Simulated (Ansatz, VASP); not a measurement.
## CoO in VASP and in Ansatz

```
CELL_PARAMETERS angstrom
2.61615 0.00000 0.00000
0.00000 2.61615 0.00000
0.00000 0.00000 2.61615
ATOMIC_POSITIONS crystal
Co 0.00000 0.00000 0.00000
O 0.50000 0.50000 0.50000
```

Alike in both runs: functional PBE; k mesh 16 × 16 × 16; occupations gaussian, width 0.1 eV; collinear spin.

Ansatz relaxed the structure, and its values are those at the end. VASP's run is a single point on that final structure, the one shown.

```csv
,VASP,Ansatz
version,VASP 6.6.1,Ansatz 0.2.0
potentials or method,"VASP PAW PBE potentials, release 64 (Co, O), cutoff 520 eV","scalar-relativistic, plane waves, PAW"
valence electrons in the cell,15,23
```

VASP gave:

```
gap on the k mesh at the Fermi level (eV)                     : none
pressure (GPa)                                                : -0.5
net moment per atom (μB)                                      : 1.50
size of the moment on the site where the two differ most (μB) : 0.44
```

Question: Which values does Ansatz return?

Answer: gap on the k mesh at the Fermi level (eV): none; pressure (GPa): 0.0; net moment per atom (μB): 1.50; size of the moment on the site where the two differ most (μB): 0.47.

Site moments also hang on the region over which each program counts them. A gap of «none» marks a metal or a gap that the smearing closes. The functional is the same, so the differences come from potentials, cutoffs and numerics. VASP's potentials hold 15 valence electrons a cell and Ansatz's 23, so a difference there can come from the potentials and not from the codes.
